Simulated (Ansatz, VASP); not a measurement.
# Two plane-wave programs on C

```
C
1.0
     2.46400    0.00000    0.00000
    -1.23200    2.13389    0.00000
     0.00000    0.00000    6.71100
C
4
Direct
  0.00000 0.00000 0.25000
  0.00000 0.00000 0.75000
  0.33333 0.66667 0.25000
  0.66667 0.33333 0.75000
```

Alike in both runs: task relaxation of cell and atoms; functional revPBE; k mesh 8 × 8 × 3; occupations fermi-dirac, width 0.05 eV; no spin polarisation.

|  | VASP | Ansatz |
| --- | --- | --- |
| version | VASP 6.6.1 | Ansatz 0.2.0 |
| potentials or method | VASP PAW PBE potentials, release 64 (C_h), cutoff 1300 eV | plane waves (420 eV) with PAW, scalar-relativistic |
| valence electrons in the cell | 16 | 16 |

|  | VASP | Ansatz | Ansatz less VASP |
| --- | --- | --- | --- |
| relaxed volume (Å³/atom) | 11.60 | 13.52 | +1.918 |
| relaxed length of the cell vector where the two differ most in proportion (Å) | 8.757 | 10.197 | +1.4395 |

VASP's potentials were made for PBE, not for revPBE. One of these differences is far larger than is usual between the two programs; its cause wasn't traced.

Noted on VASP's run: the volume moved by over 15 % at a fixed basis, so the end points are rough.
